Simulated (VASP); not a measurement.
# Pt in VASP: notebook

Runs on Pt. Level: PBE. Tasks: single point.

Everything below comes from runs of VASP 6.6.1. Logs are shortened: lines on timing, memory, paths and dates and some standing lists are left out, and cuts for length are marked.

**1. The cell of the first run**

The cell holds a slab with vacuum, 12 atoms: a = 4.862 Å, b = 4.862 Å, c = 23.876 Å, α = 90.00°, β = 90.00°, γ = 120.00°.

**2. Single point, PBE**

The input, INCAR:

```
ALGO = Normal
DIPOL = 0.5 0.5 0.500
EDIFF = 1E-6
ENCUT = 520
GGA = PE
IDIPOL = 3
ISIF = 2
ISMEAR = 0
LASPH = True
LCHARG = False
LDIPOL = True
LREAL = False
LWAVE = False
NBANDS = 72
NELM = 100
PREC = Accurate
SIGMA = 0.1
```

The input, KPOINTS:

```
k-points
0
Gamma
  6 6 1
```

The input, POSCAR:

```
Pt
1.0
    4.8623767095      0.0000000000      0.0000000000
   -2.4311883548      4.2109417532      0.0000000000
    0.0000000000      0.0000000000     23.8764390880
Pt
12
Direct
    0.0000000000      0.3333333333      0.3559994842
    0.3333333333      0.0000000000      0.3559994842
    0.6666666667      0.6666666667      0.3559994842
    0.3333333333      0.3333333333      0.4519998281
    0.6666666667      0.0000000000      0.4519998281
    0.0000000000      0.6666666667      0.4519998281
    0.6666666667      0.3333333333      0.5471386032
    0.0000000000      0.0000000000      0.5471386032
    0.3333333333      0.6666666667      0.5471386032
    0.0000000000      0.3333333333      0.6437816537
    0.3333333333      0.0000000000      0.6437816537
    0.6666666667      0.6666666667      0.6437816537
```

Potentials or basis: VASP PAW PBE potentials, release 64 (Pt).

On the command line:

```bash
$ cat potpaw_PBE.64/Pt/POTCAR > POTCAR
$ mpirun -np 1 vasp_std > vasp.out
```

OUTCAR:

```text
EDIFF = 1E-6
   ENCUT = 520
   GGA = PE
   ISIF = 2
   ISMEAR = 0
   LASPH = True
   LREAL = False
   NELM = 100
   PREC = Accurate

 ion  position               nearest neighbor table
   1  0.000  0.333  0.356-   3 2.81   2 2.81   3 2.81   2 2.81   2 2.81   3 2.81   5 2.81   4 2.81
                             6 2.81
   2  0.333  0.000  0.356-   3 2.81   1 2.81   1 2.81   1 2.81   3 2.81   3 2.81   6 2.81   4 2.81
                             5 2.81
   3  0.667  0.667  0.356-   2 2.81   1 2.81   1 2.81   2 2.81   1 2.81   2 2.81   6 2.81   5 2.81
                             4 2.81
   4  0.333  0.333  0.452-   8 2.79   7 2.79   9 2.79   5 2.81   6 2.81   6 2.81   5 2.81   6 2.81
                             5 2.81   1 2.81   2 2.81   3 2.81
   5  0.667  0.000  0.452-   8 2.79   7 2.79   9 2.79   4 2.81   6 2.81   6 2.81   4 2.81   6 2.81
                             4 2.81   1 2.81   3 2.81   2 2.81
   6  0.000  0.667  0.452-   9 2.79   8 2.79   7 2.79   4 2.81   5 2.81   4 2.81   5 2.81   5 2.81
                             4 2.81   2 2.81   3 2.81   1 2.81
   7  0.667  0.333  0.547-   5 2.79   6 2.79   4 2.79   9 2.81   9 2.81   8 2.81   8 2.81   8 2.81
                             9 2.81  10 2.82  11 2.82  12 2.82
   8  0.000  0.000  0.547-   4 2.79   5 2.79   6 2.79   7 2.81   9 2.81   7 2.81   9 2.81   7 2.81
                             9 2.81  12 2.82  11 2.82  10 2.82
   9  0.333  0.667  0.547-   6 2.79   5 2.79   4 2.79   7 2.81   7 2.81   8 2.81   8 2.81   8 2.81
[... 14 lines left out ...]
 A1 = (   4.8623767095,   0.0000000000,   0.0000000000)
 A2 = (  -2.4311883548,   4.2109417532,   0.0000000000)
 A3 = (   0.0000000000,   0.0000000000,  23.8764390880)

Analysis of symmetry for initial positions (statically):
=====================================================================
 Subroutine PRICEL returns following result:

  LATTYP: Found a hexagonal cell.
 ALAT       =     2.8072945018
 C/A-ratio  =     8.5051422544

  Lattice vectors:

 A1 = (  -2.4311883542,  -1.4036472513,   0.0000000000)
 A2 = (   2.4311883545,  -1.4036472509,   0.0000000000)
 A3 = (   0.0000000000,   0.0000000000,  23.8764390880)

   3 primitive cells build up your supercell.

 Routine SETGRP: Setting up the symmetry group for a
 hexagonal supercell.

 Subroutine GETGRP returns: Found  6 space group operations
 (whereof  6 operations were pure point group operations)
 out of a pool of 24 trial point group operations.

The static configuration has the point symmetry C_3v.

Analysis of symmetry for dynamics (positions and initial velocities):
=====================================================================
 Subroutine PRICEL returns following result:

  LATTYP: Found a hexagonal cell.
 ALAT       =     2.8072945018
 C/A-ratio  =     8.5051422544

  Lattice vectors:
[... 123 lines left out ...]
  Thomas-Fermi vector in A             =   2.158847
   LORBIT       =      0    0 simple, 1 ext, 2 COOP (PROOUT), +10 PAW based schemes
   GGA     = PE    functional components
   LHFCALC =     F    Hartree Fock is set to
   AEXX    =    0.0000 exact exchange contribution
   IVDW    =     0    specifies the selected vdW correction
   LEPSILON=     F    determine dielectric tensor
   LRPA    =     F    only Hartree local field effects (RPA)
 non-spin polarized calculation
 Gauss-broadening in eV      SIGMA  =   0.10
  energy-cutoff  :      520.00
  volume of cell :      488.87
 maximum number of plane-waves:     13203
   NGX = 19   NGY = 19   NGZ = 89

 dipolmoment           0.000000      0.000000     -0.002033 electrons x Angstroem

 number of electron     119.9999992 magnetization

 dipolmoment           0.000000      0.000000      0.001148 electrons x Angstroem

 Free energy of the ion-electron system (eV)
  ---------------------------------------------------
  ext. energy  EPLUGINS =         0.00000000
  ---------------------------------------------------
  free energy    TOTEN  =       -69.50822141 eV

  energy without entropy =      -69.36930257  energy(sigma->0) =      -69.43876199

 E-fermi :   0.5022     XC(G=0):  -5.8787

 val. band max:        0.4962267311   @ k =   0.0000   0.0000   0.0000
 cond. band min:       0.5098862247   @ k =   0.3333   0.0000   0.0000
 fundamental gap:      0.0136594936
 Fermi energy:         0.5022290870

 k-point     1 :       0.0000    0.0000    0.0000
  band No.  band energies     occupation
      1      -8.7683      2.00000
      2      -7.4387      2.00000
      3      -6.3216      2.00000
      4      -6.2482      2.00000
      5      -4.6891      2.00000
      6      -4.6891      2.00000
[... 514 lines left out ...]
     71       3.7585      0.00000
     72       3.7585      0.00000

------------------------ aborting loop because EDIFF is reached ----------------------------------------

 vacuum level on the upper side and lower side of the slab       (xc-potential included)        -0.256        -0.239

  FORCE on cell =-STRESS in cart. coord.  units (eV):
  Direction    XX          YY          ZZ          XY          YZ          ZX
  --------------------------------------------------------------------------------------
  -------------------------------------------------------------------------------------
  Total      -13.4149424    -13.4149424      0.1301803      0.0000000      0.0000000      0.0000000
  in kB      -43.9644861    -43.9644861      0.4266370      0.0000000      0.0000000      0.0000000
  external PRESSURE =     -29.1674451 kB  Pullay stress =       0.0000000 kB

 VOLUME and BASIS-vectors are now :
 -----------------------------------------------------------------------------
  energy-cutoff  :      520.00
  volume of cell :      488.87
      direct lattice vectors                 reciprocal lattice vectors
     4.862376710  0.000000000  0.000000000     0.205660742  0.118738285  0.000000000
    -2.431188355  4.210941753  0.000000000     0.000000000  0.237476569  0.000000000
     0.000000000  0.000000000 23.876439088     0.000000000  0.000000000  0.041882292

 POSITION                                       TOTAL-FORCE (eV/Angst)
 -----------------------------------------------------------------------------------
     -0.81040      1.40365      8.50000         0.000000      0.000000     -0.073469
      1.62079      0.00000      8.50000        -0.000000      0.000000     -0.073469
      1.62079      2.80729      8.50000        -0.000000     -0.000000     -0.073469
      0.81040      1.40365     10.79215         0.000000      0.000000      0.087295
      3.24158      0.00000     10.79215        -0.000000      0.000000      0.087295
     -1.62079      2.80729     10.79215         0.000000      0.000000      0.087295
      2.43119      1.40365     13.06372         0.000000      0.000000      0.003084
      0.00000      0.00000     13.06372         0.000000     -0.000000      0.003084
     -0.00000      2.80729     13.06372        -0.000000      0.000000      0.003084
     -0.81040      1.40365     15.37121        -0.000000     -0.000000     -0.016910
      1.62079      0.00000     15.37121        -0.000000      0.000000     -0.016910
      1.62079      2.80729     15.37121        -0.000000      0.000000     -0.016910
 -----------------------------------------------------------------------------------
    total drift:                                0.000000      0.000000      0.001779

  FREE ENERGIE OF THE ION-ELECTRON SYSTEM (eV)
  ---------------------------------------------------
  free  energy   TOTEN  =       -69.5082214082 eV

  energy  without entropy=      -69.3693025653  energy(sigma->0) =      -69.43876199

 vacuum level on the upper side and lower side of the slab         5.969         5.980
```

OSZICAR:

```text
N       E                     dE             d eps       ncg     rms          rms(c)
DAV:   1     0.820575030225E+03    0.82058E+03   -0.53641E+04  1008   0.143E+03
DAV:   2    -0.169465239816E+02   -0.83752E+03   -0.77956E+03  1208   0.288E+02
DAV:   3    -0.719679853242E+02   -0.55021E+02   -0.50525E+02  1216   0.663E+01
[... 22 lines left out ...]
DAV:  26    -0.695081913259E+02   -0.25221E-05   -0.66802E-06   864   0.157E-02    0.217E-02
DAV:  27    -0.695082085425E+02   -0.17217E-04   -0.22246E-05   832   0.237E-02    0.657E-03
DAV:  28    -0.695082164307E+02   -0.78882E-05   -0.32247E-06   736   0.775E-03    0.122E-02
DAV:  29    -0.695082204980E+02   -0.40673E-05   -0.51916E-07   608   0.305E-03    0.109E-02
DAV:  30    -0.695082214082E+02   -0.91022E-06   -0.56605E-07   576   0.394E-03
   1 F= -.69508221E+02 E0= -.69438762E+02  d E =-.138919E+00
```

Run time: 9.2 min. Hardware: 1 thread of Intel Xeon Platinum 8488C (Sapphire Rapids), shared host; peak memory 0.58 GiB.

What came out:

| Quantity | Value |
| --- | --- |
| Free energy | -69.5082 eV |
| Largest force | 0.087 eV/Å |
| Band gap on the k mesh | zero (band 60 reaches 0.52 eV, above the bottom of band 61 at 0.14 eV) |

Forces on the atoms (eV/Å):
```
Pt   0.000  0.000 -0.073
Pt   0.000  0.000 -0.073
Pt   0.000  0.000 -0.073
Pt   0.000  0.000  0.087
Pt   0.000  0.000  0.087
Pt   0.000  0.000  0.087
Pt   0.000  0.000  0.003
Pt   0.000  0.000  0.003
Pt   0.000  0.000  0.003
Pt   0.000  0.000 -0.017
Pt   0.000  0.000 -0.017
Pt   0.000  0.000 -0.017
```

Levels at points of the mesh, in eV from the Fermi level:
```csv
k point,band 58,band 59,band 60,band 61,band 62,band 63,band 64,band 65
"(0.00, 0.00, 0.00)",-0.26,-0.26,-0.26,-0.26,-0.26,-0.01,-0.01,0.74
"(0.50, 0.00, 0.00)",-0.19,-0.19,-0.11,0.08,0.25,0.51,0.54,0.83
```

Caveat: spin-orbit coupling is left out, which moves the levels of the heavy elements.

**3. Single point, PBE**

This run uses another cell than the first one: it holds 4 atoms, not 12.

The input, INCAR:

```
SYSTEM = Pt
ALGO     = Normal         ! electronic algorithm
DIPOL    = 0.5 0.5 0.499
EDIFF    = 1E-7           ! SCF threshold, eV
ENCUT    = 520            ! plane-wave cutoff, eV
GGA      = PE             ! functional
IDIPOL   = 3            
ISIF     = 2              ! what is computed and relaxed
ISMEAR   = 0              ! smearing method
LASPH    = .True.         ! aspherical terms in the spheres
LCHARG   = .True.         ! write CHGCAR
LDIPOL   = .True.       
LELF     = .True.         ! ELF
LREAL    = .False.        ! projectors in reciprocal space
LVACPOTAV= .True.       
LVHAR    = .True.       
LWAVE    = .False.        ! write WAVECAR
NBANDS   = 28             ! bands
NELM     = 60             ! most SCF steps
PREC     = Accurate       ! precision mode
SIGMA    = 0.1            ! smearing width, eV
```

The input, KPOINTS:

```
k-points
0
Gamma
  12 12 1
  0 0 0
```

The input, POSCAR:

```
Pt
1.0
    2.8072945027      0.0000000000      0.0000000000
   -1.4036472513      2.4311883552      0.0000000000
    0.0000000000      0.0000000000     23.8764390892
Pt
4
Direct
    0.6666666667      0.3333333333      0.3559994842
    0.3333333333      0.6666666667      0.4519998281
    0.0000000000      0.0000000000      0.5468120094
    0.6666666667      0.3333333333      0.6431272017
```

Potentials or basis: VASP PAW PBE potentials, release 64 (Pt).

On the command line:

```bash
$ cat potpaw_PBE.64/Pt/POTCAR > POTCAR
$ mpirun -np 1 vasp_std > vasp.out
```

OUTCAR:

```text
SYSTEM = Pt
   EDIFF = 1E-7
   ENCUT = 520
   GGA = PE
   ISIF = 2
   ISMEAR = 0
   LASPH = .True.
   LREAL = .False.
   NELM = 60
   PREC = Accurate

 ion  position               nearest neighbor table
   1  0.667  0.333  0.356-   2 2.81   2 2.81   2 2.81
   2  0.333  0.667  0.452-   3 2.78   3 2.78   3 2.78   1 2.81   1 2.81   1 2.81
   3  0.000  0.000  0.547-   2 2.78   2 2.78   2 2.78   4 2.81   4 2.81   4 2.81
   4  0.667  0.333  0.643-   3 2.81   3 2.81   3 2.81

  LATTYP: Found a hexagonal cell.
 ALAT       =     2.8072945027
 C/A-ratio  =     8.5051422522
[... 785 lines left out ...]
  -------------------------------------------------------------------------------------
  Total       -4.3238212     -4.3238212     -0.0373213     -0.0000000      0.0000000     -0.0000000
  in kB      -42.5110835    -42.5110835     -0.3669364     -0.0000000      0.0000000     -0.0000000
  external PRESSURE =     -28.4630345 kB  Pullay stress =       0.0000000 kB

 VOLUME and BASIS-vectors are now :
 -----------------------------------------------------------------------------
  energy-cutoff  :      520.00
  volume of cell :      162.96
      direct lattice vectors                 reciprocal lattice vectors
     2.807294503  0.000000000  0.000000000     0.356214853  0.205660742  0.000000000
    -1.403647251  2.431188355  0.000000000     0.000000000  0.411321483  0.000000000
     0.000000000  0.000000000 23.876439089     0.000000000  0.000000000  0.041882292

 POSITION                                       TOTAL-FORCE (eV/Angst)
 -----------------------------------------------------------------------------------
      1.40365      0.81040      8.50000        -0.000000     -0.000000     -0.028462
     -0.00000      1.62079     10.79215         0.000000     -0.000000      0.033623
      0.00000      0.00000     13.05592         0.000000     -0.000000      0.011500
      1.40365      0.81040     15.35559         0.000000      0.000000     -0.016660
 -----------------------------------------------------------------------------------
    total drift:                               -0.000000      0.000000      0.000062

  FREE ENERGIE OF THE ION-ELECTRON SYSTEM (eV)
  ---------------------------------------------------
  free  energy   TOTEN  =       -23.1851804497 eV

  energy  without entropy=      -23.1518883168  energy(sigma->0) =      -23.16853438

 vacuum level on the upper side and lower side of the slab         6.214         6.211
```

OSZICAR:

```text
N       E                     dE             d eps       ncg     rms          rms(c)
DAV:   1     0.252352166253E+03    0.25235E+03   -0.17790E+04  1064   0.122E+03
DAV:   2    -0.128810603961E+02   -0.26523E+03   -0.24844E+03  1320   0.251E+02
DAV:   3    -0.244385380106E+02   -0.11557E+02   -0.11051E+02  1312   0.499E+01
[... 26 lines left out ...]
DAV:  30    -0.231851796003E+02   -0.55269E-06   -0.10106E-07   788   0.148E-03    0.382E-04
DAV:  31    -0.231851799862E+02   -0.38597E-06   -0.26035E-08   784   0.858E-04    0.611E-04
DAV:  32    -0.231851802980E+02   -0.31175E-06   -0.52889E-09   764   0.391E-04    0.624E-04
DAV:  33    -0.231851804016E+02   -0.10362E-06   -0.64279E-09   680   0.391E-04    0.364E-04
DAV:  34    -0.231851804497E+02   -0.48116E-07   -0.52673E-09   648   0.387E-04
   1 F= -.23185180E+02 E0= -.23168534E+02  d E =-.332921E-01
```

It took 4.2 min on 1 thread of Intel Xeon Platinum 8375C at 2.90GHz (Ice Lake), shared host; peak memory 0.33 GiB.

What came out:

| Quantity | Value |
| --- | --- |
| Free energy | -23.1852 eV |
| Largest force | 0.034 eV/Å |
| Band gap on the k mesh | zero (band 20 reaches 1.05 eV, above the bottom of band 21 at -0.32 eV) |

Forces in eV/Å, atoms in the order of the input:
```
Pt   0.000  0.000 -0.028
Pt   0.000  0.000  0.034
Pt   0.000  0.000  0.011
Pt   0.000  0.000 -0.017
```

Levels at points of the mesh, in eV from the Fermi level:
```tsv
k point	band 16	band 17	band 18	band 19	band 20	band 21	band 22	band 23	band 24	band 25
(0.00, 0.00, 0.00)	-1.51	-1.51	-1.17	-1.17	-0.46	-0.46	-0.30	0.00	0.00	0.75
(0.50, 0.00, 0.00)	-0.11	0.07	0.25	0.52	0.56	1.00	2.41	2.71	3.02	5.80
```

Caveat: spin-orbit coupling is left out, which moves the levels of the heavy elements.

**4. Single point, PBE**

This run uses another cell than the first one: it holds 4 atoms, not 12.

INCAR is that of step 3.

KPOINTS is that of step 3.

The input, POSCAR:

```
Pt
1.0
    2.8072945010      0.0000000000      0.0000000000
   -1.4036472505      2.4311883537      0.0000000000
    0.0000000000      0.0000000000     23.8764390851
Pt
4
Direct
    0.6666666667      0.3333333333      0.3559994842
    0.3333333333      0.6666666667      0.4519998281
    0.0000000000      0.0000000000      0.5468120141
    0.6666666667      0.3333333333      0.6431272091
```

On the command line:

```bash
$ cat potpaw_PBE.64/Pt/POTCAR > POTCAR
$ mpirun -np 1 vasp_std > vasp.out
```

Wall time 1.8 min (1 thread of Intel Xeon 6975P-C (Granite Rapids), shared host); peak memory 0.32 GiB.

Results (log left out):

- Free energy: -23.1852 eV
- Largest force: 0.034 eV/Å
- Band gap on the k mesh: zero (band 20 reaches 1.05 eV, above the bottom of band 21 at -0.32 eV)

Forces in eV/Å, atoms in the order of the input:
```
Pt   0.000  0.000 -0.028
Pt   0.000  0.000  0.034
Pt   0.000  0.000  0.011
Pt   0.000  0.000 -0.017
```

Levels at points of the mesh, in eV from the Fermi level:
```
           k point  band 16  band 17  band 18  band 19  band 20  band 21  band 22  band 23  band 24  band 25
(0.00, 0.00, 0.00)    -1.51    -1.51    -1.17    -1.17    -0.46    -0.46    -0.30     0.00     0.00     0.75
(0.50, 0.00, 0.00)    -0.11     0.07     0.25     0.52     0.56     1.00     2.41     2.71     3.02     5.80
```

Caveat: spin-orbit coupling is left out, which moves the levels of the heavy elements.
